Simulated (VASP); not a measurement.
# HfN (Fm-3m) in VASP: further runs

The runs below take HfN through single point, with PBEsol.

All numbers are computed with VASP 6.6.1; they aren't measurements. Logs are shortened: lines on timing, memory, paths and dates and some standing lists are left out, and cuts for length are marked.

## Step 1: The cell of the first run

The structure is cubic, space group Fm-3m (No. 225). Conventional cell: a = 4.467 Å, b = 4.467 Å, c = 4.467 Å, α = 90.00°, β = 90.00°, γ = 90.00°. Within 3.0 Å of Hf (site symmetry m-3m) lie 6 N at 2.23 Å. Within 3.0 Å of N (site symmetry m-3m) lie 6 Hf at 2.23 Å.

## Step 2: Single point, PBEsol

INCAR reads:

```
SYSTEM = HfN
  PREC = Accurate
  ENCUT = 520
  EDIFF = 1E-6
  ISMEAR = -1
  SIGMA = 0.15
  LREAL = .FALSE.
  LASPH = .TRUE.
  NELM = 60
  ALGO = Normal
  ISIF = 2
  LWAVE = .FALSE.
  LCHARG = .TRUE.
  GGA = PS
  LELF = .TRUE.
  LVHAR = .TRUE.
  NBANDS = 14
```

KPOINTS reads:

```
Automatic mesh
0
G
  16 16 16
  0 0 0
```

POSCAR reads:

```
HfN
1.0
    0.0000000000      2.2336017207      2.2336017207
    2.2336017207      0.0000000000      2.2336017207
    2.2336017207      2.2336017207      0.0000000000
Hf N
1 1
Direct
    0.0000000000      0.0000000000      0.0000000000
    0.5000000000      0.5000000000      0.5000000000
```

Potentials or basis: VASP PAW PBE potentials, release 64 (Hf_pv, N).

Command:

```
$ cat potpaw_PBE.64/Hf_pv/POTCAR potpaw_PBE.64/N/POTCAR > POTCAR
$ mpirun -np 1 vasp_std > vasp.out
```

OUTCAR:

```text
SYSTEM = HfN
   PREC = Accurate
   ENCUT = 520
   EDIFF = 1E-6
   ISMEAR = -1
   LREAL = .FALSE.
   LASPH = .TRUE.
   NELM = 60
   ISIF = 2
   GGA = PS

 ion  position               nearest neighbor table
   1  0.000  0.000  0.000-   2 2.23   2 2.23   2 2.23   2 2.23   2 2.23   2 2.23
   2  0.500  0.500  0.500-   1 2.23   1 2.23   1 2.23   1 2.23   1 2.23   1 2.23

  LATTYP: Found a face centered cubic cell.
 ALAT       =     4.4672034414

  Lattice vectors:

 A1 = (   0.0000000000,   2.2336017207,   2.2336017207)
 A2 = (   2.2336017207,   0.0000000000,   2.2336017207)
 A3 = (   2.2336017207,   2.2336017207,   0.0000000000)

Analysis of symmetry for initial positions (statically):
=====================================================================
 Subroutine PRICEL returns:
 Original cell was already a primitive cell.

 Routine SETGRP: Setting up the symmetry group for a
 face centered cubic supercell.

 Subroutine GETGRP returns: Found 48 space group operations
 (whereof 48 operations were pure point group operations)
 out of a pool of 48 trial point group operations.

The static configuration has the point symmetry O_h .

Analysis of symmetry for dynamics (positions and initial velocities):
=====================================================================
 Subroutine PRICEL returns:
 Original cell was already a primitive cell.

 Routine SETGRP: Setting up the symmetry group for a
 face centered cubic supercell.

 Subroutine GETGRP returns: Found 48 space group operations
 (whereof 48 operations were pure point group operations)
 out of a pool of 48 trial point group operations.

The dynamic configuration has the point symmetry O_h .

 Subroutine INISYM returns: Found 48 space group operations
 (whereof 48 operations are pure point group operations),
 and found     1 'primitive' translations

----------------------------------------------------------------------------------------

                                     Primitive cell

  volume of cell :      22.2868

  direct lattice vectors                    reciprocal lattice vectors
     0.000000000  2.233601721  2.233601721    -0.223853696  0.223853696  0.223853696
     2.233601721  0.000000000  2.233601721     0.223853696 -0.223853696  0.223853696
     2.233601721  2.233601721  0.000000000     0.223853696  0.223853696 -0.223853696

  length of vectors
     3.158789846  3.158789846  3.158789846     0.387725974  0.387725974  0.387725974

  position of ions in fractional coordinates (direct lattice)
     0.000000000  0.000000000  0.000000000
     0.500000000  0.500000000  0.500000000

  ion indices of the primitive-cell ions
   primitive index   ion index
                 1           1
                 2           2

----------------------------------------------------------------------------------------

 KPOINTS: Automatic mesh

Automatic generation of k-mesh.
 Grid dimensions read from file:
 generate k-points for:   16   16   16

 Generating k-lattice:

  Cartesian coordinates                     Fractional coordinates (reciprocal lattice)
    -0.013990856  0.013990856  0.013990856     0.062500000  0.000000000  0.000000000
     0.013990856 -0.013990856  0.013990856     0.000000000  0.062500000  0.000000000
     0.013990856  0.013990856 -0.013990856     0.000000000  0.000000000  0.062500000

  Length of vectors
     0.024232873  0.024232873  0.024232873

  Shift w.r.t. Gamma in fractional coordinates (k-lattice)
     0.000000000  0.000000000  0.000000000

 Subroutine IBZKPT returns following result:
 ===========================================

 Found    145 irreducible k-points:

 Following reciprocal coordinates:
            Coordinates               Weight
  0.000000  0.000000  0.000000      1.000000
  0.062500  0.000000  0.000000      8.000000
  0.125000  0.000000  0.000000      8.000000
  0.187500  0.000000  0.000000      8.000000
  0.250000  0.000000  0.000000      8.000000
  0.312500  0.000000  0.000000      8.000000
[... 16 lines left out ...]
 -0.125000  0.062500  0.000000     24.000000
 -0.062500  0.062500  0.000000     12.000000
 [... further k-points ...]
   k-points           NKPTS =    145   k-points in BZ     NKDIM =    145   number of bands    NBANDS=     14
   number of dos      NEDOS =    301   number of ions     NIONS =      2
   total plane-waves  NPLWV =  13824
   dimension x,y,z NGX =    24 NGY =   24 NGZ =   24
   dimension x,y,z NGXF=    48 NGYF=   48 NGZF=   48
   ions per type =               1   1
   NGX,Y,Z   is equivalent  to a cutoff of  12.63, 12.63, 12.63 a.u.
   NGXF,Y,Z  is equivalent  to a cutoff of  25.26, 25.26, 25.26 a.u.
 SYSTEM =  HfN
   PREC   = accura    normal or accurate (medium, high low for compatibility)
   ISTART =      0    job   : 0-new  1-cont  2-samecut
   ICHARG =      2    charge: 1-file 2-atom 10-const
   ISPIN  =      1    spin polarized calculation?
   LNONCOLLINEAR =      F non collinear calculations
   LSORBIT =      F    spin-orbit coupling
   LASPH  =      T    aspherical Exc in radial PAW
   ENCUT  =  520.0 eV  38.22 Ry    6.18 a.u.   5.87  5.87  5.87*2*pi/ulx,y,z
   NELM   =     60;   NELMIN=  2; NELMDL= -5     # of ELM steps
   EDIFF  = 0.1E-05   stopping-criterion for ELM
   LREAL  =      F    real-space projection
   EDIFFG = 0.1E-04   stopping-criterion for IOM
   NSW    =      0    number of steps for IOM
   IBRION =     -1    ionic relax: 0-MD 1-quasi-New 2-CG
   NFREE  =      0    steps in history (QN), initial steepest desc. (CG)
   ISIF   =      2    stress and relaxation
   ISYM   =      2    0-nonsym 1-usesym 2-fastsym
   POTIM  = 0.5000    time-step for ionic-motion
   TEBEG  =    0.0;   TEEND  =   0.0 temperature during run
   PSTRESS=    0.0 pullay stress
   NELECT =      15.0000    total number of electrons
   NUPDOWN=      -1.0000    fix difference up-down
   EMIN   =  10.00;   EMAX   =-10.00  energy-range for DOS
   EFERMI =   0.00;   METHOD = LEGACY
   ISMEAR =    -1;   SIGMA  =   0.15  broadening in eV -4-tet -1-fermi 0-gaus
   EFERMI_NEDOS =   21; number of points for ismear=-14 and -15
   IALGO  =     38    algorithm
   IMIX   =      4    mixing-type and parameters
     AMIX     =   0.40;   BMIX     =  1.00
     AMIX_MAG =   1.60;   BMIX_MAG =  1.00
  volume/ion in A,a.u.               =      11.14        75.20
  Fermi-wavevector in a.u.,A,eV,Ry     =   1.434684  2.711159 28.005110  2.058317
  Thomas-Fermi vector in A             =   2.554065
   LORBIT       =      0    0 simple, 1 ext, 2 COOP (PROOUT), +10 PAW based schemes
   GGA     = PS    functional components
   LHFCALC =     F    Hartree Fock is set to
   AEXX    =    0.0000 exact exchange contribution
   IVDW    =     0    specifies the selected vdW correction
   LEPSILON=     F    determine dielectric tensor
   LRPA    =     F    only Hartree local field effects (RPA)
 non-spin polarized calculation
  energy-cutoff  :      520.00
  volume of cell :       22.29
 maximum number of plane-waves:       612
   NGX = 11   NGY = 11   NGZ = 11

 number of electron      15.0000001 magnetization

 Free energy of the ion-electron system (eV)
  ---------------------------------------------------
  ext. energy  EPLUGINS =         0.00000000
  ---------------------------------------------------
  free energy    TOTEN  =       -23.00996450 eV

  energy without entropy =      -22.96835097  energy(sigma->0) =      -22.98915774

 E-fermi :   8.5000     XC(G=0): -13.0721

 val. band max:        8.4992498083   @ k =   0.3750   0.1250   0.0000
 cond. band min:       8.5004509333   @ k =   0.0625   0.0625   0.0000
 fundamental gap:      0.0012011250
 Fermi energy:         8.5000369842

 k-point     1 :       0.0000    0.0000    0.0000
  band No.  band energies     occupation
      1     -22.4211      2.00000
      2     -22.4211      2.00000
      3     -22.4211      2.00000
      4      -9.1376      2.00000
      5       5.4801      2.00000
      6       5.4801      2.00000
      7       5.4801      2.00000
      8       8.1114      1.86058
      9       8.1114      1.86058
     10       8.1114      1.86058
     11      10.5300      0.00000
     12      10.5300      0.00000
     13      10.6466      0.00000
     14      18.1231      0.00000

 k-point     2 :       0.0625    0.0000    0.0000
  band No.  band energies     occupation
      1     -22.4680      2.00000
      2     -22.4248      2.00000
      3     -22.4248      2.00000
      4      -9.0384      2.00000
      5       5.0617      2.00000
      6       5.2277      2.00000
      7       5.2277      2.00000
      8       8.2357      1.70704
      9       8.2539      1.67533
     10       8.2539      1.67533
     11      10.8547      0.00000
     12      10.8547      0.00000
     13      10.9358      0.00000
     14      18.4457      0.00000

 k-point     3 :       0.1250    0.0000    0.0000
  band No.  band energies     occupation
      1     -22.5989      2.00000
      2     -22.4355      2.00000
      3     -22.4355      2.00000
      4      -8.7540      2.00000
      5       4.1249      2.00000
      6       4.6478      2.00000
      7       4.6478      2.00000
      8       8.4505      1.16371
      9       8.6262      0.60262
     10       8.6262      0.60262
     11      11.6749      0.00000
     12      11.6956      0.00000
     13      11.6956      0.00000
     14      19.3439      0.00000
[... 324 lines left out ...]
 k-point    23 :      -0.1250    0.0625    0.0000
  band No.  band energies     occupation
      1     -22.6746      2.00000
      2     -22.4749      2.00000
      3     -22.4293      2.00000
      4      -8.5524      2.00000
      5       3.5075      2.00000
      6       4.1522      2.00000
      7       4.6196      2.00000
      8       8.4964      1.01226
      9       8.5964      0.68932
     10       9.3644      0.00627
     11      11.1917      0.00000
     12      12.5563      0.00000
     13      12.7081      0.00000
     14      19.9764      0.00000

 k-point    24 :      -0.0625    0.0625    0.0000
  band No.  band energies     occupation
      1     -22.5328      2.00000
      2     -22.4486      2.00000
      3     -22.4229      2.00000
      4      -8.8797      2.00000
      5       4.4298      2.00000
      6       4.7719      2.00000
      7       5.1054      2.00000
      8       8.2930      1.59806
      9       8.2934      1.59720
     10       8.7632      0.29500
     11      10.7282      0.00000
     12      11.6059      0.00000
     13      11.6289      0.00000
     14      18.9573      0.00000

 [... further k-points ...]

------------------------ aborting loop because EDIFF is reached ----------------------------------------

  FORCE on cell =-STRESS in cart. coord.  units (eV):
  Direction    XX          YY          ZZ          XY          YZ          ZX
  --------------------------------------------------------------------------------------
  -------------------------------------------------------------------------------------
  Total        0.6670567      0.6670567      0.6670567     -0.0000000      0.0000000     -0.0000000
  in kB       47.9541392     47.9541392     47.9541392     -0.0000000      0.0000000     -0.0000000
  external PRESSURE =      47.9541392 kB  Pullay stress =       0.0000000 kB

 VOLUME and BASIS-vectors are now :
 -----------------------------------------------------------------------------
  energy-cutoff  :      520.00
  volume of cell :       22.29
      direct lattice vectors                 reciprocal lattice vectors
     0.000000000  2.233601721  2.233601721    -0.223853696  0.223853696  0.223853696
     2.233601721  0.000000000  2.233601721     0.223853696 -0.223853696  0.223853696
     2.233601721  2.233601721  0.000000000     0.223853696  0.223853696 -0.223853696

 POSITION                                       TOTAL-FORCE (eV/Angst)
 -----------------------------------------------------------------------------------
      0.00000      0.00000      0.00000         0.000000      0.000000      0.000000
      2.23360      2.23360      2.23360        -0.000000     -0.000000     -0.000000
 -----------------------------------------------------------------------------------
    total drift:                                0.000000     -0.000000     -0.000000

  FREE ENERGIE OF THE ION-ELECTRON SYSTEM (eV)
  ---------------------------------------------------
  free  energy   TOTEN  =       -23.0099645036 eV

  energy  without entropy=      -22.9683509695  energy(sigma->0) =      -22.98915774
```

Wall time 18 s (1 thread of Intel Xeon Platinum 8488C (Sapphire Rapids), shared host); peak memory 0.17 GiB.

Results:

* Free energy: -23.0100 eV
* Pressure: 4.8 GPa
* Band gap on the k mesh: zero (an odd number of electrons rules out a gap without spin polarisation)

Caveat: the cell stands under pressure; the PAW data sets were made with another functional, which shifts forces and pressure a little; spin-orbit coupling is left out, which moves the levels of the heavy elements.

## Step 3: Single point, PBEsol (11.18 Å³/atom)

This run uses another cell than the first one, of 11.18 Å³/atom.

INCAR reads:

```
SYSTEM = HfN
ALGO = Normal
EDIFF = 1E-6
ENCUT = 520
GGA = PS
ISIF = 2
ISMEAR = -1
LASPH = .TRUE.
LCHARG = .FALSE.
LREAL = .FALSE.
LWAVE = .FALSE.
NBANDS = 14
NELM = 80
PREC = Accurate
SIGMA = 0.15
```

KPOINTS reads:

```
k-points
0
G
  16 16 16
  0 0 0
```

POSCAR reads:

```
HfN
1.0
    0.0000000000      2.2360530421      2.2360530421
    2.2360530421      0.0000000000      2.2360530421
    2.2360530421      2.2360530421      0.0000000000
Hf N
1 1
Direct
    0.0000000000      0.0000000000      0.0000000000
    0.5000000000      0.5000000000      0.5000000000
```

Potentials or basis: VASP PAW PBE potentials, release 64 (Hf_pv, N).

Command:

```
$ cat potpaw_PBE.64/Hf_pv/POTCAR potpaw_PBE.64/N/POTCAR > POTCAR
$ mpirun -np 1 vasp_std > vasp.out
```

Run time: 18 s. Hardware: 1 thread of Intel Xeon Platinum 8488C (Sapphire Rapids), shared host; peak memory 0.17 GiB.

Results (log left out):

```yaml
Free_energy: -23.0120 eV
Pressure: 3.8 GPa
Band_gap_on_the_k_mesh: zero (an odd number of electrons rules out a gap without spin polarisation)
```

Levels at points of the mesh, in eV from the Fermi level:
```
           k point  band 6  band 7  band 8  band 9  band 10  band 11
(0.00, 0.00, 0.00)   -3.02   -3.02   -0.39   -0.39    -0.39     2.02
(0.50, 0.00, 0.00)   -6.33   -6.33    3.44    3.87     3.87     4.57
(0.50, 0.50, 0.00)   -3.98   -3.67   -3.67    4.26     5.79     5.79
```

Caveat: the cell stands under pressure; the PAW data sets were made with another functional, which shifts forces and pressure a little; spin-orbit coupling is left out, which moves the levels of the heavy elements.

[end of part 1 of 2]
